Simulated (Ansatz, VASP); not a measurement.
**Mg5O in VASP and in Ansatz**

```xyz
6
Lattice="7.1566 0.0000 0.0000 -3.5783 6.1978 0.0000 0.0000 0.0000 2.8804" Properties=species:S:1:pos:R:3 pbc="T T T"
Mg   -2.7442    4.7531    0.0000
Mg    5.4884    0.0000    0.0000
Mg    0.8341    1.4447    0.0000
Mg    3.5783    2.0659    1.4402
Mg    0.0000    4.1319    1.4402
O     0.0000    0.0000    1.4402
```

Change from the starting cell: species swapped into the YMg5 type (P-62m, No. 189).

Alike in both runs: functional PBE; k mesh 4 × 4 × 3; occupations gaussian, width 0.2 eV; no spin polarisation.

Ansatz relaxed the structure, and its values are those at the end. VASP's run is a single point on that final structure, the one shown.

|  | VASP | Ansatz |
| --- | --- | --- |
| version | VASP 6.6.1 | Ansatz 0.2.0 |
| potentials or method | VASP PAW PBE potentials, release 64 (Mg, O), cutoff 600 eV | scalar-relativistic, plane waves, PAW |
| valence electrons in the cell | 16 | 56 |

```tsv
	VASP	Ansatz	Ansatz less VASP
gap on the k mesh at the Fermi level (eV)	none	none	-
pressure (GPa)	-0.1	0.1	+0.17
rms of the force components (eV/Å)	0.027	0.031	+0.0041
```

A gap of «none» marks a metal or a gap that the smearing closes. VASP's potentials hold 16 valence electrons a cell and Ansatz's 56, so a difference there can come from the potentials and not from the codes.

The k mesh is coarse, so the values compare programs but aren't converged.
